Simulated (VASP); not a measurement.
Crystal: W.

```
W
1.0
     0.00000    2.03000    2.03000
     2.03000    0.00000    2.03000
     2.03000    2.03000    0.00000
W
1
Direct
  0.00000 0.00000 0.00000
```

```yaml
Program: VASP 6.6.1
Task: relaxation of cell and atoms
Functional: PBE
Potentials_or_basis: VASP PAW PBE potentials, release 64 (W_sv)
Cutoff: 600 eV
k_mesh: 12 × 12 × 12
Occupations: methfessel-paxton, width 0.05 eV
Spin: no spin polarisation
```

At the start: pressure -4.5 GPa; volume 16.73 Å³/atom.

**Question.** Where does the relaxation end?

**Answer.** Over 4 steps the energy falls by 4.0 meV/atom and the volume is 16.47 Å³/atom (-1.6 %); space group Fm-3m (No. 225, to 0.05 Å).

The path:
```
step  energy change (eV)  largest force (eV/Å)  pressure (GPa)  volume (Å³)
   1              0.0000                0.0000           -4.54        16.73
   2              0.0364                0.0000           16.46        15.61
   3             -0.0040                0.0000            0.30        16.45
   4             -0.0040                0.0000           -0.23        16.47
```

Final structure:
```
CELL_PARAMETERS angstrom
0.00000 2.01926 2.01926
2.01926 0.00000 2.01926
2.01926 2.01926 0.00000
ATOMIC_POSITIONS crystal
W 0.00000 0.00000 0.00000
```
